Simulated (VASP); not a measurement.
Set up this calculation in VASP 6.6.1, as the native input.

- Task: single point
- Functional: PBEsol
- Potentials or basis: VASP PAW PBE potentials, release 64 (Ge_d, Sb, Te)
- Cutoff: 520 eV
- k mesh: 8 × 8 × 8
- Occupations: gaussian, width 0.1 eV
- Spin: no spin polarisation
- Dipole correction: no
- Further INCAR settings: ALGO = Normal; EDIFF = 1e-07; NBANDS = 33

The structure of GeSb2Te4 lies in POSCAR:

```
GeSb2Te4
1.0
   -3.0072357705      3.0072357705      5.9442345848
    3.0072357705     -3.0072357705      5.9442345848
    3.0072357705      3.0072357705     -5.9442345848
Ge Sb Te
1 2 4
Direct
    0.0000000000      0.0000000000      0.0000000000
    0.5000000000      0.5000000000      0.0000000000
    0.2500000000      0.7500000000      0.5000000000
    0.5064895585      0.0064895585      0.5000000000
    0.2452143521      0.2452143521      0.0000000000
    0.9935104415      0.4935104415      0.5000000000
    0.7547856479      0.7547856479      0.0000000000
```

The input as run:

INCAR

```
PREC     = Accurate       # precision mode
ENCUT    = 520            # plane-wave cutoff, eV
EDIFF    = 1E-7           # SCF threshold, eV
ISMEAR   = 0              # smearing method
SIGMA    = 0.1            # smearing width, eV
LREAL    = False          # projectors in reciprocal space
LASPH    = True           # aspherical terms in the spheres
NELM     = 60             # most SCF steps
ALGO     = Normal         # electronic algorithm
ISIF     = 2              # what is computed and relaxed
LWAVE    = False          # write WAVECAR
LCHARG   = False          # write CHGCAR
GGA      = PS             # functional
NBANDS   = 33             # bands
```

KPOINTS

```
regular mesh
0
Gamma
  8 8 8
```

Potentials or basis: VASP PAW PBE potentials, release 64 (Ge_d, Sb, Te).

Run with:

```console
$ cat potpaw_PBE.64/Ge_d/POTCAR potpaw_PBE.64/Sb/POTCAR potpaw_PBE.64/Te/POTCAR > POTCAR
$ mpirun -np 1 vasp_std > vasp.out
```

It gave:

```
Pressure               : 0.0 GPa
Largest force          : 0.006 eV/Å
Band gap on the k mesh : zero (bands 24 and 25 overlap by 0.18 eV)
```

Caveat: the PAW data sets were made with another functional, which shifts forces and pressure a little; spin-orbit coupling is left out, which moves the levels of the heavy elements.

It took 7.2 min on 1 thread of AMD EPYC 7R13 Processor (Zen 3) (shared host), peak memory 0.61 GiB.
